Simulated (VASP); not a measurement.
# B (Fm-3m) in VASP: notebook, part 2 of 2

VASP 6.6.1.

## (3) Single point, PBE

INCAR reads:

```
ALGO = Normal
EDIFF = 1E-6
ENCUT = 520
GGA = PE
ISIF = 2
ISMEAR = -1
LASPH = T
LCHARG = F
LREAL = F
LWAVE = F
NBANDS = 8
NELM = 60
PREC = Accurate
SIGMA = 0.08
```

KPOINTS reads:

```
k-points
0
Gamma
  22 22 22
```

POSCAR reads:

```
B
1.0
    0.0000000000      1.4230864663      1.4230864663
    1.4230864663      0.0000000000      1.4230864663
    1.4230864663      1.4230864663      0.0000000000
B
1
Direct
    0.0000000000      0.0000000000      0.0000000000
```

Potentials or basis: VASP PAW PBE potentials, release 64 (B).

Command:

```console
> cat potpaw_PBE.64/B/POTCAR > POTCAR
> mpirun -np 1 vasp_std > vasp.out
```

OUTCAR:

```text
EDIFF = 1E-6
   ENCUT = 520
   GGA = PE
   ISIF = 2
   ISMEAR = -1
   LASPH = T
   LREAL = F
   NELM = 60
   PREC = Accurate

 ion  position               nearest neighbor table
   1  0.000  0.000  0.000-

  LATTYP: Found a face centered cubic cell.
 ALAT       =     2.8461729326

  Lattice vectors:

 A1 = (   0.0000000000,   1.4230864663,   1.4230864663)
 A2 = (   1.4230864663,   0.0000000000,   1.4230864663)
 A3 = (   1.4230864663,   1.4230864663,   0.0000000000)

Analysis of symmetry for initial positions (statically):
=====================================================================
 Subroutine PRICEL returns:
 Original cell was already a primitive cell.

 Routine SETGRP: Setting up the symmetry group for a
 face centered cubic supercell.

 Subroutine GETGRP returns: Found 48 space group operations
 (whereof 48 operations were pure point group operations)
 out of a pool of 48 trial point group operations.

The static configuration has the point symmetry O_h .

Analysis of symmetry for dynamics (positions and initial velocities):
=====================================================================
 Subroutine PRICEL returns:
 Original cell was already a primitive cell.

 Routine SETGRP: Setting up the symmetry group for a
 face centered cubic supercell.

 Subroutine GETGRP returns: Found 48 space group operations
 (whereof 48 operations were pure point group operations)
 out of a pool of 48 trial point group operations.

The dynamic configuration has the point symmetry O_h .

 Subroutine INISYM returns: Found 48 space group operations
 (whereof 48 operations are pure point group operations),
 and found     1 'primitive' translations

----------------------------------------------------------------------------------------

                                     Primitive cell

  volume of cell :       5.7640

  direct lattice vectors                    reciprocal lattice vectors
[... 95 lines left out ...]
   PSTRESS=    0.0 pullay stress
   NELECT =       3.0000    total number of electrons
   NUPDOWN=      -1.0000    fix difference up-down
   EMIN   =  10.00;   EMAX   =-10.00  energy-range for DOS
   EFERMI =   0.00;   METHOD = LEGACY
   ISMEAR =    -1;   SIGMA  =   0.08  broadening in eV -4-tet -1-fermi 0-gaus
   EFERMI_NEDOS =   21; number of points for ismear=-14 and -15
   IALGO  =     38    algorithm
   IMIX   =      4    mixing-type and parameters
     AMIX     =   0.40;   BMIX     =  1.00
     AMIX_MAG =   1.60;   BMIX_MAG =  1.00
  volume/ion in A,a.u.               =       5.76        38.90
  Fermi-wavevector in a.u.,A,eV,Ry     =   1.316863  2.488510 23.594250  1.734128
  Thomas-Fermi vector in A             =   2.446945
   LORBIT       =      0    0 simple, 1 ext, 2 COOP (PROOUT), +10 PAW based schemes
   GGA     = PE    functional components
[... 5 lines left out ...]
 non-spin polarized calculation
  energy-cutoff  :      520.00
  volume of cell :        5.76
 maximum number of plane-waves:       169
   NGX =  7   NGY =  7   NGZ =  7

 number of electron       3.0000000 magnetization

 Free energy of the ion-electron system (eV)
  ---------------------------------------------------
  ext. energy  EPLUGINS =         0.00000000
  ---------------------------------------------------
  free energy    TOTEN  =        -5.34893538 eV

  energy without entropy =       -5.34398390  energy(sigma->0) =       -5.34645964

 E-fermi :  10.8558     XC(G=0): -13.1109

 val. band max:       10.8361483488   @ k =  -0.2273   0.3182   0.0909
 cond. band min:      10.8830065570   @ k =  -0.2273   0.3182   0.1364
 fundamental gap:      0.0468582081
 Fermi energy:        10.8557889104

 k-point     1 :       0.0000    0.0000    0.0000
  band No.  band energies     occupation
      1      -8.6178      2.00000
      2      27.1354      0.00000
      3      27.1354      0.00000
      4      27.1354      0.00000
      5      43.7099      0.00000
      6      43.7099      0.00000
      7      43.7099      0.00000
      8      47.4788      0.00000
[... 243 lines left out ...]
 k-point    24 :      -0.4545    0.0455    0.0000
  band No.  band energies     occupation
      1       0.3773      2.00000
      2       5.6375      2.00000
      3      23.6867      0.00000
      4      24.0674      0.00000
      5      38.7810      0.00000
      6      40.7387      0.00000
      7      45.1235      0.00000
      8      45.7003      0.00000

 [... further k-points ...]
[... 5 lines left out ...]
  --------------------------------------------------------------------------------------
  -------------------------------------------------------------------------------------
  Total        0.2130920      0.2130920      0.2130920     -0.0000000      0.0000000      0.0000000
  in kB       59.2316593     59.2316593     59.2316593     -0.0000000      0.0000000      0.0000000
  external PRESSURE =      59.2316593 kB  Pullay stress =       0.0000000 kB

 VOLUME and BASIS-vectors are now :
 -----------------------------------------------------------------------------
  energy-cutoff  :      520.00
  volume of cell :        5.76
      direct lattice vectors                 reciprocal lattice vectors
     0.000000000  1.423086466  1.423086466    -0.351348995  0.351348995  0.351348995
     1.423086466  0.000000000  1.423086466     0.351348995 -0.351348995  0.351348995
     1.423086466  1.423086466  0.000000000     0.351348995  0.351348995 -0.351348995

 POSITION                                       TOTAL-FORCE (eV/Angst)
 -----------------------------------------------------------------------------------
      0.00000      0.00000      0.00000         0.000000      0.000000      0.000000
 -----------------------------------------------------------------------------------
    total drift:                               -0.000000     -0.000000     -0.000000

  FREE ENERGIE OF THE ION-ELECTRON SYSTEM (eV)
  ---------------------------------------------------
  free  energy   TOTEN  =        -5.3489353757 eV

  energy  without entropy=       -5.3439838962  energy(sigma->0) =       -5.34645964
```

stdout:

```text
POSCAR found type information on POSCAR B
 POSCAR found :  1 types and       1 ions
 scaLAPACK will be used
 LDA part: xc-table for (Slater+PW92), standard interpolation
 POSCAR, INCAR and KPOINTS ok, starting setup
 FFT: planning ... GRIDC
 FFT: planning ... GRID_SOFT
 FFT: planning ... GRID
 WAVECAR not read
 entering main loop
```

Run time: 12 s. Hardware: 1 thread of AMD EPYC 7R43 (Zen 3), shared host; peak memory 0.07 GiB.

Results:

| Item | Value |
| --- | --- |
| Free energy | -5.3489 eV |
| Pressure | 5.9 GPa |

## (4) Single point, PBE

INCAR reads:

```
  PREC = Accurate
  ENCUT = 520
  EDIFF = 1E-6
  ISMEAR = -1
  SIGMA = 0.08
  LREAL = False
  LASPH = True
  NELM = 80
  ALGO = Normal
  ISIF = 2
  LWAVE = False
  LCHARG = False
  GGA = PE
  NBANDS = 8
```

KPOINTS reads:

```
Automatic mesh
0
Gamma
  22 22 22
```

POSCAR reads:

```
B
1.0
    0.0000000000      1.4231155489      1.4231155489
    1.4231155489      0.0000000000      1.4231155489
    1.4231155489      1.4231155489      0.0000000000
B
1
Direct
    0.0000000000      0.0000000000      0.0000000000
```

Command:

```console
> cat potpaw_PBE.64/B/POTCAR > POTCAR
> mpirun -np 1 vasp_std > vasp.out
```

Wall time 13 s (1 thread of AMD EPYC 7R43 (Zen 3), shared host); peak memory 0.08 GiB.

It converged, with:

```
Free energy : -5.3490 eV
Pressure    : 5.9 GPa
```

Levels at points of the mesh, in eV from the Fermi level:
| k point | band 1 | band 2 | band 3 | band 4 | band 5 | band 6 |
| --- | --- | --- | --- | --- | --- | --- |
| (0.00, 0.00, 0.00) | -19.47 | 16.28 | 16.28 | 16.28 | 32.85 | 32.85 |
| (0.50, 0.00, 0.00) | -10.23 | -5.69 | 13.27 | 13.27 | 29.57 | 29.57 |
| (0.50, 0.50, 0.00) | -7.38 | -0.25 | 6.18 | 6.18 | 16.13 | 20.66 |

## (5) Single point, PBE

This run uses another cell than the first one, of 5.89 Å³/atom, 1.021 times its volume.

INCAR reads:

```
PREC = Accurate
ENCUT = 520
EDIFF = 1E-6
ISMEAR = -1
SIGMA = 0.08
LREAL = F
LASPH = T
NELM = 80
ALGO = Normal
ISIF = 2
LWAVE = F
LCHARG = F
GGA = PE
NBANDS = 8
```

KPOINTS reads:

```
Automatic mesh
0
Gamma
  23 23 23
```

POSCAR reads:

```
B
1.0
    0.0000000000      1.4332139079      1.4332139079
    1.4332139079      0.0000000000      1.4332139079
    1.4332139079      1.4332139079      0.0000000000
B
1
Direct
    0.0000000000      0.0000000000      0.0000000000
```

Command:

```console
> cat potpaw_PBE.64/B/POTCAR > POTCAR
> mpirun -np 1 vasp_std > vasp.out
```

It took 18 s on 1 thread of AMD EPYC 7R43 (Zen 3), shared host; peak memory 0.08 GiB.

The run converged. Its results:

- Free energy: -5.3522 eV
- Pressure: 0.0 GPa

Levels at points of the mesh, in eV from the Fermi level:
| k point | band 1 | band 2 | band 3 | band 4 | band 5 | band 6 |
| --- | --- | --- | --- | --- | --- | --- |
| (0.00, 0.00, 0.00) | -19.21 | 15.97 | 15.97 | 15.97 | 32.46 | 32.46 |
